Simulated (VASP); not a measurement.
A run of VASP 6.6.1 is set up as follows.

INCAR

```
PREC = Accurate
ENCUT = 600
EDIFF = 1E-6
ISMEAR = -1
SIGMA = 0.1
LREAL = F
LASPH = T
NELM = 150
ALGO = Normal
ISIF = 3
LWAVE = F
LCHARG = F
ISPIN = 2
MAGMOM = 1.7 0
LORBIT = 11
LMAXMIX = 4
GGA = PE
IBRION = 2
NSW = 80
EDIFFG = -0.01
```

Contents of KPOINTS:

```
Automatic mesh
0
Gamma
  15 15 15
```

File POSCAR:

```
CoO
1.0
    0.0000000000      1.9412000000      1.9412000000
    1.9412000000      0.0000000000      1.9412000000
    1.9412000000      1.9412000000      0.0000000000
Co O
1 1
Direct
    0.0000000000      0.0000000000      0.0000000000
    0.5000000000      0.5000000000      0.5000000000
```

Potentials or basis: VASP PAW PBE potentials, release 64 (Co, O).

Command:

```sh
$ cat potpaw_PBE.64/Co/POTCAR potpaw_PBE.64/O/POTCAR > POTCAR
$ mpirun -np 1 vasp_std > vasp.out
```

(1) Predict the net moment.

(2) What does it give for the relaxed volume?

## Answers

(1) 2.80 μB per cell.

(2) 9.53 Å³/atom.

Caveat: the volume moved by over 15 % at a fixed basis, so the end points are rough; a cell with one magnetic atom can't hold antiferromagnetic order, which such compounds often take.
